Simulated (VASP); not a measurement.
A run of VASP 6.6.1 is set up as follows.

The input POSCAR:

```
GaP
1.0
    0.0000000000      2.8301689102      2.8301689102
    2.8301689102      0.0000000000      2.8301689102
    2.8301689102      2.8301689102      0.0000000000
Ga P
1 1
Direct
    0.0000000000      0.0000000000      0.0000000000
    0.2500000000      0.2500000000      0.2500000000
```

Contents of INCAR.step1:

```
ALGO = Normal
EDIFF = 1E-4
ENCUT = 520
GGA = PE
ISMEAR = -1
LASPH = True
LCHARG = False
LREAL = False
LWAVE = True
NBANDS = 16
NELM = 100
PREC = Accurate
SIGMA = 0.1
```

File INCAR.step2:

```
ALGO = Normal
EDIFF = 1E-7
ENCUT = 520
ISIF = 2
ISMEAR = -1
ISTART = 1
LASPH = True
LCHARG = True
LELF = True
LMIXTAU = True
LREAL = False
LVHAR = True
LWAVE = False
METAGGA = R2SCAN
NBANDS = 16
NELM = 100
PREC = Accurate
SIGMA = 0.1
```

File KPOINTS:

```
k-points
0
Gamma
  6 6 6
```

Potentials or basis: VASP PAW PBE potentials, release 64 (Ga_d, P).

Launch:

```sh
$ cat potpaw_PBE.64/Ga_d/POTCAR potpaw_PBE.64/P/POTCAR > POTCAR
$ cp INCAR.step1 INCAR
$ mpirun -np 1 vasp_std > vasp.out
$ cp INCAR.step2 INCAR
$ mpirun -np 1 vasp_std > vasp.out
```

(1) Estimate the band gap on the k mesh.

(2) What does it give for the pressure?

Results:

(1) 1.37 eV, direct.

(2) -7.7 GPa.

Caveat: the PAW data sets were made with another functional, which shifts forces and pressure a little.
